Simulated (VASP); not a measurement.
CO2:

```
C O
1.0
     5.62000    0.00000    0.00000
     0.00000    5.62000    0.00000
     0.00000    0.00000    5.62000
C O
4 8
Direct
  0.00000 0.00000 0.00000
  0.50000 0.00000 0.50000
  0.50000 0.50000 0.00000
  0.00000 0.50000 0.50000
  0.12003 0.12003 0.12003
  0.37997 0.87997 0.62003
  0.62003 0.37997 0.87997
  0.87997 0.62003 0.37997
  0.87997 0.87997 0.87997
  0.62003 0.12003 0.37997
  0.37997 0.62003 0.12003
  0.12003 0.37997 0.62003
```

Base run:

| Item | Value |
| --- | --- |
| Program | VASP 6.6.1 |
| Functional | r2SCAN |
| Potentials or basis | VASP PAW PBE potentials, release 64 (C, O) |
| Cutoff | 520 eV |
| k mesh | 4 × 4 × 4 |
| Occupations | fermi-dirac, width 0.02 eV |
| Spin | no spin polarisation |

Its results: band gap on the k mesh 7.40 eV, direct; pressure -0.8 GPa; largest force 0.110 eV/Å.

The run is repeated on the same cell with these changes: functional from r2SCAN to PBE. What comes out?

Band gap on the k mesh 6.77 eV, direct; pressure 2.8 GPa; largest force 0.634 eV/Å.

r2SCAN gives the wider gap, since meta-GGAs in the generalised Kohn-Sham scheme recover part of the derivative discontinuity.

Caveats: the PAW data sets were made with another functional, which shifts forces and pressure a little (some runs).

A k mesh can miss the band edges.
